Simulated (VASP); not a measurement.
**HfO2: single point with PBE**

The system is HfO2.

```
Hf O
1.0
     5.16092    0.00000   -0.00536
     0.00000    5.21212    0.00000
    -0.89312    0.00000    5.27689
Hf O
4 8
Direct
  0.27573 0.45706 0.70837
  0.72427 0.95706 0.79163
  0.72427 0.54294 0.29163
  0.27573 0.04294 0.20837
  0.44918 0.74279 0.97665
  0.55082 0.24279 0.52335
  0.55082 0.25721 0.02335
  0.44918 0.75721 0.47665
  0.06712 0.32865 0.34842
  0.93288 0.82865 0.15158
  0.93288 0.67135 0.65158
  0.06712 0.17135 0.84842
```

```
Program             : VASP 6.6.1
Task                : single point
Functional          : PBE
Potentials or basis : VASP PAW PBE potentials, release 64 (Hf_pv, O)
Cutoff              : 520 eV
k mesh              : 4 × 4 × 4
Occupations         : gaussian, width 0.02 eV
Spin                : no spin polarisation
```

```yaml
Pressure: -3.0 GPa
Largest_force: 0.079 eV/Å
Band_gap_on_the_k_mesh: 4.00 eV, indirect (least direct gap 4.08 eV)
```

Forces on the atoms (eV/Å):
```
Hf  -0.053 -0.017 -0.056
Hf   0.053 -0.017  0.056
Hf   0.053  0.017  0.056
Hf  -0.053  0.017 -0.056
O    0.045 -0.003 -0.010
O   -0.045 -0.003  0.010
O   -0.045  0.003  0.010
O    0.045  0.003 -0.010
O    0.014  0.004  0.037
O   -0.014  0.004 -0.037
O   -0.014 -0.004 -0.037
O    0.014 -0.004  0.037
```

Stress tensor (GPa, compression positive):
```
-3.00  0.00 -0.18
 0.00 -3.04  0.00
-0.18  0.00 -3.02
```

Levels at points of the mesh, in eV from the valence-band top:
| k point | band 41 | band 42 | band 43 | band 44 | band 45 | band 46 | band 47 | band 48 |
| --- | --- | --- | --- | --- | --- | --- | --- | --- |
| (0.00, 0.00, 0.00) | -0.60 | -0.54 | -0.23 | 0.00 | 4.49 | 4.94 | 5.06 | 5.40 |
| (0.50, 0.00, 0.00) | -0.78 | -0.59 | -0.48 | -0.08 | 4.00 | 4.99 | 5.02 | 5.05 |
| (0.00, 0.50, 0.00) | -0.83 | -0.83 | -0.45 | -0.45 | 4.90 | 4.90 | 5.46 | 5.46 |
| (0.50, 0.50, 0.00) | -0.95 | -0.95 | -0.61 | -0.61 | 4.64 | 4.64 | 5.11 | 5.11 |
| (0.00, 0.00, 0.50) | -0.85 | -0.85 | -0.52 | -0.52 | 4.67 | 4.67 | 5.10 | 5.10 |
| (0.50, 0.00, 0.50) | -0.99 | -0.99 | -0.53 | -0.53 | 4.29 | 4.29 | 5.41 | 5.41 |
| (0.00, 0.50, 0.50) | -0.92 | -0.92 | -0.69 | -0.69 | 4.86 | 4.86 | 5.04 | 5.04 |
| (0.50, 0.50, 0.50) | -1.06 | -1.06 | -0.76 | -0.76 | 4.44 | 4.44 | 5.13 | 5.13 |

It took 9.4 min on 1 thread of Intel Xeon 8259CL (shared host), peak memory 0.35 GiB.

Caveat: spin-orbit coupling is left out, which moves the levels of the heavy elements. A k mesh can miss the band edges.
